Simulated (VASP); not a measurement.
# Si: relaxation of cell and atoms with PBE

Si:

```xyz
2
Lattice="0.0000 2.7136 2.7136 2.7136 0.0000 2.7136 2.7136 2.7136 0.0000" Properties=species:S:1:pos:R:3 pbc="T T T"
Si    4.0703    4.0703    4.0703
Si    2.7136    2.7136    2.7136
```

| Item | Value |
| --- | --- |
| Program | VASP 6.6.1 |
| Task | relaxation of cell and atoms |
| Functional | PBE |
| Potentials or basis | VASP PAW PBE potentials, release 64 (Si) |
| Cutoff | 600 eV |
| k mesh | 12 × 12 × 12 |
| Occupations | gaussian, width 0.02 eV |
| Spin | no spin polarisation |
| Dipole correction | no |
| Further INCAR settings | ALGO = Normal; EDIFF = 1e-07; IBRION = 2; EDIFFG = -0.002; NSW = 80; ISIF = 3 |

- Relaxed volume: 20.44 Å³/atom
- Relaxed cell: a = 3.867 Å, b = 3.867 Å, c = 3.867 Å, α = 60.00°, β = 60.00°, γ = 60.00°
- Space group after relaxing (to 0.1 Å): Fd-3m (No. 227)
- Energy gained by relaxing: 3.0 meV/atom
- Ionic steps: 3
- Pressure after relaxing: 0.0 GPa
- Band gap on the k mesh: 0.61 eV (least direct gap 2.56 eV)

Step by step:
| step | energy change (eV) | largest force (eV/Å) | pressure (GPa) | volume (Å³) |
| --- | --- | --- | --- | --- |
| 1 | 0.0000 | 0.0000 | 2.14 | 39.96 |
| 2 | -0.0033 | 0.0000 | -1.33 | 41.53 |
| 3 | -0.0060 | 0.0000 | 0.00 | 40.89 |

Final structure:
```
Si
1.0
     0.00000    2.73432    2.73432
     2.73432    0.00000    2.73432
     2.73432    2.73432    0.00000
Si
2
Direct
  0.75000 0.75000 0.75000
  0.50000 0.50000 0.50000
```

Levels at points of the mesh, in eV from the valence-band top:
```csv
k point,band 2,band 3,band 4,band 5,band 6,band 7
"(0.00, 0.00, 0.00)",0.00,0.00,0.00,2.56,2.56,2.56
"(0.50, 0.00, 0.00)",-6.87,-1.18,-1.18,1.47,3.35,3.35
"(0.50, 0.50, 0.00)",-7.75,-2.79,-2.79,0.75,0.75,9.94
```

Wall time 68 s on 1 thread of Intel Xeon 8259CL, with other jobs on the host, peak memory 0.18 GiB.

A k mesh can miss the band edges. Zero-point motion and thermal expansion aren't in these numbers.
